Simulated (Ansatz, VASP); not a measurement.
# MgS in VASP and in Ansatz

```
Mg S
1.0
     0.00000    2.71764    2.71764
     2.71764    0.00000    2.71764
     2.71764    2.71764    0.00000
Mg S
1 1
Direct
  0.00000 0.00000 0.00000
  0.25000 0.25000 0.25000
```

Change from the starting cell: hydrostatic strain -4.0%.

Alike in both runs: task single point; functional HSE06; k mesh 6 × 6 × 6; no spin polarisation.

|  | VASP | Ansatz |
| --- | --- | --- |
| version | VASP 6.6.1 | Ansatz 0.2.0 |
| potentials or method | VASP PAW PBE potentials, release 64 (Mg, S) | plane waves, PAW |
| plane-wave cutoff (eV) | 520 | 420 |
| occupations | gaussian, width 0.01 eV | fixed |
| valence electrons in the cell | 8 | 16 |

VASP gave:

```
gap on the k mesh at the Fermi level (eV) : 4.74
pressure (GPa)                            : 9.2
```

Which values does Ansatz return?

gap on the k mesh at the Fermi level (eV): 4.75; pressure (GPa): 9.4.

VASP's potentials hold 8 valence electrons a cell and Ansatz's 16, so a difference there can come from the potentials and not from the codes. Ansatz's warnings: stress exchange threshold loose, stress scf threshold loose.
